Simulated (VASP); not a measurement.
Here is a VASP 6.6.1 calculation.

Contents of INCAR:

```
PREC     = Accurate       # precision mode
ENCUT    = 520            # plane-wave cutoff, eV
EDIFF    = 1E-7           # SCF threshold, eV
ISMEAR   = 0              # smearing method
SIGMA    = 0.05           # smearing width, eV
LREAL    = F              # projectors in reciprocal space
LASPH    = T              # aspherical terms in the spheres
NELM     = 60             # most SCF steps
ALGO     = Normal         # electronic algorithm
ISIF     = 2              # what is computed and relaxed
LWAVE    = F              # write WAVECAR
LCHARG   = F              # write CHGCAR
GGA      = PS             # functional
NBANDS   = 16             # bands
```

The input KPOINTS:

```
regular mesh
0
Gamma
  9 9 6
```

Contents of POSCAR:

```
MgO
1.0
    3.6113000000      0.0000000000      0.0000000000
   -1.8056500000      3.1274775407      0.0000000000
    0.0000000000      0.0000000000      4.1248000000
Mg O
2 2
Direct
    0.6666666667      0.3333333333      0.7500000000
    0.3333333333      0.6666666667      0.2500000000
    0.6666666667      0.3333333333      0.2500000000
    0.3333333333      0.6666666667      0.7500000000
```

Potentials or basis: VASP PAW PBE potentials, release 64 (Mg, O).

Command:

```sh
$ cat potpaw_PBE.64/Mg/POTCAR potpaw_PBE.64/O/POTCAR > POTCAR
$ mpirun -np 1 vasp_std > vasp.out
```

Estimate the band gap on the k mesh.

3.11 eV, direct.

Predict the pressure.

-5.4 GPa.

Stress tensor (GPa, compression positive):
```
-7.64  0.00  0.00
 0.00 -7.64  0.00
 0.00  0.00 -0.85
```

Caveat: the PAW data sets were made with another functional, which shifts forces and pressure a little. Expect the measured gap to be larger: semilocal functionals such as PBEsol lack the derivative discontinuity.
